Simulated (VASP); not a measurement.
# WS2 (R3m) in VASP: single point with PBE+D3(BJ)

Aim: the single point of WS2 with PBE+D3(BJ).

Everything below comes from runs of VASP 6.6.1. Logs are shortened: lines on timing, memory, paths and dates and some standing lists are left out, and cuts for length are marked.

**1. The cell of the first run**

The structure is trigonal, space group R3m (No. 160). The conventional cell has a = 3.157 Å, b = 3.157 Å, c = 18.118 Å, α = 90.00°, β = 90.00°, γ = 120.00°. W (site symmetry 3m) has 6 S at 2.41 Å and 6 W at 3.16 Å within 3.2 Å. Within 3.2 Å of S (site symmetry 3m) lie 3 W at 2.41 Å and 7 S at 3.15 to 3.16 Å. Within 3.2 Å of S (site symmetry 3m) lie 3 W at 2.41 Å and 7 S at 3.15 to 3.16 Å.

**2. Single point, PBE+D3(BJ)**

INCAR

```
SYSTEM = WS2
PREC = Accurate ; ENCUT = 520
EDIFF = 1E-6 ; ISMEAR = 0
SIGMA = 0.05 ; LREAL = .False.
LASPH = .True. ; NELM = 80
ALGO = Normal ; ISIF = 2
LWAVE = .False. ; LCHARG = .False.
GGA = PE ; IVDW = 12
NBANDS = 64
```

KPOINTS

```
regular mesh
0
Gamma
  6 6 6
  0 0 0
```

POSCAR

```
WS2
1.0
    3.1572031343     -5.4684362384      0.0000000000
    6.3144062686      0.0000000000      0.0000000000
    3.1572031343     -1.8228120795      6.0393060278
W S
4 8
Direct
    0.5006554632      0.0006554632      0.9980336103
    0.0006554632      0.0006554632      0.9980336103
    0.5006554632      0.5006554632      0.9980336103
    0.0006554632      0.5006554632      0.9980336103
    0.7472223774      0.2472223774      0.2583328678
    0.2472223774      0.2472223774      0.2583328678
    0.7472223774      0.7472223774      0.2583328678
    0.2472223774      0.7472223774      0.2583328678
    0.9208221593      0.4208221593      0.7375335222
    0.4208221593      0.4208221593      0.7375335222
    0.9208221593      0.9208221593      0.7375335222
    0.4208221593      0.9208221593      0.7375335222
```

Potentials or basis: VASP PAW PBE potentials, release 64 (W_sv, S).

Run with:

```bash
$ cat potpaw_PBE.64/W_sv/POTCAR potpaw_PBE.64/S/POTCAR > POTCAR
$ mpirun -np 1 vasp_std > vasp.out
```

OUTCAR:

```text
SYSTEM = WS2
   PREC = Accurate
   ENCUT = 520
   EDIFF = 1E-6
   ISMEAR = 0
   LREAL = .False.
   LASPH = .True.
   NELM = 80
   ISIF = 2
   GGA = PE
   IVDW = 12
 IVDW          = 12

 ion  position               nearest neighbor table
   1  0.501  0.001  0.998-   8 2.41   6 2.41   7 2.41  12 2.41  11 2.41  10 2.41   2 3.16   4 3.16
                             2 3.16   4 3.16   3 3.16   3 3.16
   2  0.001  0.001  0.998-   7 2.41   5 2.41   8 2.41  11 2.41  12 2.41   9 2.41   1 3.16   3 3.16
                             1 3.16   3 3.16   4 3.16   4 3.16
   3  0.501  0.501  0.998-   6 2.41   8 2.41   5 2.41  10 2.41   9 2.41  12 2.41   4 3.16   2 3.16
                             2 3.16   4 3.16   1 3.16   1 3.16
   4  0.001  0.501  0.998-   5 2.41   7 2.41   6 2.41   9 2.41  10 2.41  11 2.41   3 3.16   1 3.16
                             1 3.16   3 3.16   2 3.16   2 3.16
   5  0.747  0.247  0.258-   4 2.41   2 2.41   3 2.41
   6  0.247  0.247  0.258-   3 2.41   1 2.41   4 2.41
   7  0.747  0.747  0.258-   2 2.41   4 2.41   1 2.41
   8  0.247  0.747  0.258-   1 2.41   3 2.41   2 2.41
   9  0.921  0.421  0.738-   4 2.41   3 2.41   2 2.41
  10  0.421  0.421  0.738-   3 2.41   4 2.41   1 2.41
  11  0.921  0.921  0.738-   2 2.41   1 2.41   4 2.41
  12  0.421  0.921  0.738-   1 2.41   2 2.41   3 2.41

  LATTYP: Found a trigonal (rhomboedric) cell.
 ALAT       =     7.0543456681
 COS(alpha) =     0.5993901964

  Lattice vectors:

 A1 = (   0.0000000000,   3.6456241589,   6.0393060278)
 A2 = (  -3.1572031343,  -1.8228120795,   6.0393060278)
 A3 = (   3.1572031343,  -1.8228120795,   6.0393060278)

Analysis of symmetry for initial positions (statically):
=====================================================================
 Subroutine PRICEL returns following result:

  LATTYP: Found a trigonal (rhomboedric) cell.
 ALAT       =     6.3083960857
 COS(alpha) =     0.8747617046

  Lattice vectors:

 A1 = (   1.5786015671,   0.9114060397,   6.0393060278)
 A2 = (  -1.5786015671,   0.9114060397,   6.0393060278)
 A3 = (   0.0000000000,  -1.8228120795,   6.0393060278)

   4 primitive cells build up your supercell.

 Routine SETGRP: Setting up the symmetry group for a
 trigonal (rhombohedral) supercell.

 Subroutine GETGRP returns: Found  6 space group operations
 (whereof  6 operations were pure point group operations)
 out of a pool of 12 trial point group operations.

The static configuration has the point symmetry C_3v.

Analysis of symmetry for dynamics (positions and initial velocities):
=====================================================================
 Subroutine PRICEL returns following result:

  LATTYP: Found a trigonal (rhomboedric) cell.
 ALAT       =     6.3083960857
 COS(alpha) =     0.8747617046

  Lattice vectors:

 A1 = (   1.5786015671,   0.9114060397,   6.0393060278)
 A2 = (  -1.5786015671,   0.9114060397,   6.0393060278)
 A3 = (   0.0000000000,  -1.8228120795,   6.0393060278)

   4 primitive cells build up your supercell.

 Routine SETGRP: Setting up the symmetry group for a
 trigonal (rhombohedral) supercell.

 Subroutine GETGRP returns: Found  6 space group operations
 (whereof  6 operations were pure point group operations)
 out of a pool of 12 trial point group operations.

The dynamic configuration has the point symmetry C_3v.

 Subroutine INISYM returns: Found  6 space group operations
 (whereof  6 operations are pure point group operations),
 and found     4 'primitive' translations

----------------------------------------------------------------------------------------

                                     Primitive cell

  volume of cell :      52.1342

  direct lattice vectors                    reciprocal lattice vectors
     1.578601567  0.911406040  6.039306028     0.316736034  0.182867635  0.055193980
    -1.578601567  0.911406040  6.039306028    -0.316736034  0.182867635  0.055193980
     0.000000000 -1.822812080  6.039306028     0.000000000 -0.365735269  0.055193980

  length of vectors
     6.308396086  6.308396086  6.308396086     0.369876550  0.369876550  0.369876550

  position of ions in fractional coordinates (direct lattice)
     0.999344537  0.999344537  0.999344537
     0.752777623  0.752777623  0.752777623
     0.579177841  0.579177841  0.579177841

  ion indices of the primitive-cell ions
   primitive index   ion index
                 1           1
                 2           5
                 3          12

----------------------------------------------------------------------------------------

 KPOINTS: regular mesh

Automatic generation of k-mesh.
 Grid dimensions read from file:
 generate k-points for:    6    6    6

 Generating k-lattice:

  Cartesian coordinates                     Fractional coordinates (reciprocal lattice)
     0.000000000 -0.030477939 -0.009198997     0.166666667  0.000000000  0.000000000
     0.026394670  0.015238970 -0.009198997     0.000000000  0.166666667  0.000000000
     0.000000000  0.000000000  0.027596990     0.000000000  0.000000000  0.166666667

  Length of vectors
     0.031835928  0.031835928  0.027596990

  Shift w.r.t. Gamma in fractional coordinates (k-lattice)
     0.000000000  0.000000000  0.000000000

 Subroutine IBZKPT returns following result:
 ===========================================

 Found     32 irreducible k-points:

 Following reciprocal coordinates:
            Coordinates               Weight
  0.000000  0.000000  0.000000      1.000000
  0.166667  0.000000  0.000000      6.000000
  0.333333  0.000000  0.000000      6.000000
  0.500000  0.000000  0.000000      3.000000
  0.166667  0.166667  0.000000      6.000000
  0.333333  0.166667  0.000000     12.000000
[... 16 lines left out ...]
 -0.166667  0.500000  0.166667     12.000000
 -0.333333 -0.333333  0.166667      6.000000
 [... further k-points ...]
   k-points           NKPTS =     32   k-points in BZ     NKDIM =     32   number of bands    NBANDS=     64
   number of dos      NEDOS =    301   number of ions     NIONS =     12
   total plane-waves  NPLWV = 124416
   dimension x,y,z NGX =    48 NGY =   48 NGZ =   54
   dimension x,y,z NGXF=    96 NGYF=   96 NGZF=  108
   ions per type =               4   8
   NGX,Y,Z   is equivalent  to a cutoff of  12.64, 12.64, 12.73 a.u.
   NGXF,Y,Z  is equivalent  to a cutoff of  25.27, 25.27, 25.45 a.u.
 SYSTEM =  WS2
   PREC   = accura    normal or accurate (medium, high low for compatibility)
   ISTART =      0    job   : 0-new  1-cont  2-samecut
   ICHARG =      2    charge: 1-file 2-atom 10-const
   ISPIN  =      1    spin polarized calculation?
   LNONCOLLINEAR =      F non collinear calculations
   LSORBIT =      F    spin-orbit coupling
   LASPH  =      T    aspherical Exc in radial PAW
   ENCUT  =  520.0 eV  38.22 Ry    6.18 a.u.  11.74 11.74 13.12*2*pi/ulx,y,z
   NELM   =     80;   NELMIN=  2; NELMDL= -5     # of ELM steps
   EDIFF  = 0.1E-05   stopping-criterion for ELM
   LREAL  =      F    real-space projection
   EDIFFG = 0.1E-04   stopping-criterion for IOM
   NSW    =      0    number of steps for IOM
   IBRION =     -1    ionic relax: 0-MD 1-quasi-New 2-CG
   NFREE  =      0    steps in history (QN), initial steepest desc. (CG)
   ISIF   =      2    stress and relaxation
   ISYM   =      2    0-nonsym 1-usesym 2-fastsym
   POTIM  = 0.5000    time-step for ionic-motion
   TEBEG  =    0.0;   TEEND  =   0.0 temperature during run
   PSTRESS=    0.0 pullay stress
   NELECT =     104.0000    total number of electrons
   NUPDOWN=      -1.0000    fix difference up-down
   EMIN   =  10.00;   EMAX   =-10.00  energy-range for DOS
   EFERMI =   0.00;   METHOD = LEGACY
   ISMEAR =     0;   SIGMA  =   0.05  broadening in eV -4-tet -1-fermi 0-gaus
   EFERMI_NEDOS =   21; number of points for ismear=-14 and -15
   IALGO  =     38    algorithm
   IMIX   =      4    mixing-type and parameters
     AMIX     =   0.40;   BMIX     =  1.00
     AMIX_MAG =   1.60;   BMIX_MAG =  1.00
  volume/ion in A,a.u.               =      17.38       117.27
  Fermi-wavevector in a.u.,A,eV,Ry     =   1.298250  2.453337 22.931986  1.685453
  Thomas-Fermi vector in A             =   2.429591
   LORBIT       =      0    0 simple, 1 ext, 2 COOP (PROOUT), +10 PAW based schemes
   GGA     = PE    functional components
   LHFCALC =     F    Hartree Fock is set to
   AEXX    =    0.0000 exact exchange contribution
   IVDW    =    12    specifies the selected vdW correction
   LEPSILON=     F    determine dielectric tensor
   LRPA    =     F    only Hartree local field effects (RPA)
 non-spin polarized calculation
 Gauss-broadening in eV      SIGMA  =   0.05
  energy-cutoff  :      520.00
  volume of cell :      208.54
 maximum number of plane-waves:      5644
   NGX = 23   NGY = 23   NGZ = 27

 number of electron     103.9999995 magnetization

 Free energy of the ion-electron system (eV)
  ---------------------------------------------------
  ext. energy  EPLUGINS =         0.00000000
  ---------------------------------------------------
  free energy    TOTEN  =       -94.35335211 eV

  energy without entropy =      -94.35335211  energy(sigma->0) =      -94.35335211

 E-fermi :   8.2068     XC(G=0): -11.1011

 val. band max:        7.8280814074   @ k =   0.0000   0.0000   0.5000
 cond. band min:       8.7605738405   @ k =  -0.3333   0.3333   0.0000
 fundamental gap:      0.9324924331
 Fermi energy:         8.2068320752

 k-point     1 :       0.0000    0.0000    0.0000
  band No.  band energies     occupation
      1     -66.8768      2.00000
      2     -66.8581      2.00000
      3     -66.8581      2.00000
      4     -66.8581      2.00000
      5     -31.3171      2.00000
      6     -31.3171      2.00000
[... 1597 lines left out ...]
     63      10.7395      0.00000
     64      10.7833      0.00000

 [... further k-points ...]

------------------------ aborting loop because EDIFF is reached ----------------------------------------

 Edisp (eV)   -5.24143

 E8    (eV) :    -2.2033

  FORCE on cell =-STRESS in cart. coord.  units (eV):
  Direction    XX          YY          ZZ          XY          YZ          ZX
  --------------------------------------------------------------------------------------
  -------------------------------------------------------------------------------------
  Total      -0.01494    -0.01494    -0.00937     0.00000     0.00000     0.00000
  in kB      -0.11475    -0.11475    -0.07197     0.00000     0.00000     0.00000
  external pressure =       -0.10 kB  Pullay stress =        0.00 kB

 VOLUME and BASIS-vectors are now :
 -----------------------------------------------------------------------------
  energy-cutoff  :      520.00
  volume of cell :      208.54
      direct lattice vectors                 reciprocal lattice vectors
     3.157203134 -5.468436238  0.000000000     0.000000000 -0.182867635 -0.055193980
     6.314406269  0.000000000  0.000000000     0.158368017  0.091433817 -0.055193980
     3.157203134 -1.822812080  6.039306028     0.000000000  0.000000000  0.165581939

 POSITION                                       TOTAL-FORCE (eV/Angst)
 -----------------------------------------------------------------------------------
      4.73580     -4.55703      6.02743         0.000000     -0.000000      0.000757
      3.15720     -1.82281      6.02743         0.000000     -0.000000      0.000757
      7.89301     -4.55703      6.02743         0.000000     -0.000000      0.000757
      6.31441     -1.82281      6.02743         0.000000     -0.000000      0.000757
      4.73580     -4.55703      1.56015         0.000000     -0.000000      0.002764
      3.15720     -1.82281      1.56015         0.000000     -0.000000      0.002764
      7.89301     -4.55703      1.56015         0.000000     -0.000000      0.002764
      6.31441     -1.82281      1.56015         0.000000     -0.000000      0.002764
      7.89301     -6.37984      4.45419        -0.000000      0.000000     -0.003521
      6.31441     -3.64562      4.45419        -0.000000      0.000000     -0.003521
     11.05021     -6.37984      4.45419        -0.000000      0.000000     -0.003521
      9.47161     -3.64562      4.45419        -0.000000      0.000000     -0.003521
 -----------------------------------------------------------------------------------
    total drift:                                0.000008     -0.000005     -0.000061

  FREE ENERGIE OF THE ION-ELECTRON SYSTEM (eV)
  ---------------------------------------------------
  free  energy   TOTEN  =       -99.5947818842 eV

  energy  without entropy=      -99.5947818842  energy(sigma->0) =      -99.59478188
```

It took 4.5 min on 1 thread of Intel Xeon 6975P-C (Granite Rapids), shared host; peak memory 0.53 GiB.

Results:

```yaml
Free_energy: -99.5948 eV
Pressure: 0.0 GPa
Largest_force: 0.004 eV/Å
Band_gap_on_the_k_mesh: 0.93 eV
Dispersion_energy_per_atom: -0.437 eV
```

Forces in eV/Å, atoms in the order of the input:
```
W    0.000  0.000  0.001
W    0.000  0.000  0.001
W    0.000  0.000  0.001
W    0.000  0.000  0.001
S    0.000  0.000  0.003
S    0.000  0.000  0.003
S    0.000  0.000  0.003
S    0.000  0.000  0.003
S    0.000  0.000 -0.004
S    0.000  0.000 -0.004
S    0.000  0.000 -0.004
S    0.000  0.000 -0.004
```

Caveat: spin-orbit coupling is left out, which moves the levels of the heavy elements. A k mesh can miss the band edges.
